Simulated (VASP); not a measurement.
Here is a VASP 6.6.1 calculation.

INCAR

```
  ALGO = Fast
  EDIFF = 1E-7
  ENCUT = 520
  GGA = CA
  ISIF = 2
  ISMEAR = 0
  LASPH = T
  LCHARG = F
  LREAL = F
  LWAVE = F
  NBANDS = 20
  NELM = 100
  PREC = Accurate
  SIGMA = 0.15
```

KPOINTS

```
k-points
0
Gamma
  16 16 16
```

File POSCAR:

```
AlAu2
1.0
   -1.6853500000      1.6853500000      4.2133000000
    1.6853500000     -1.6853500000      4.2133000000
    1.6853500000      1.6853500000     -4.2133000000
Al Au
1 2
Direct
    0.0000000000      0.0000000000      0.0000000000
    0.6570428093      0.6570428093      0.0000000000
    0.3429571907      0.3429571907      0.0000000000
```

Potentials or basis: VASP PAW LDA potentials, release 64 (Al, Au).

Launch:

```console
$ cat potpaw_LDA.64/Al/POTCAR potpaw_LDA.64/Au/POTCAR > POTCAR
$ mpirun -np 1 vasp_std > vasp.out
```

(1) Predict the largest force.

(2) Estimate the pressure.

Answers

(1) 0.513 eV/Å.

(2) -0.5 GPa.
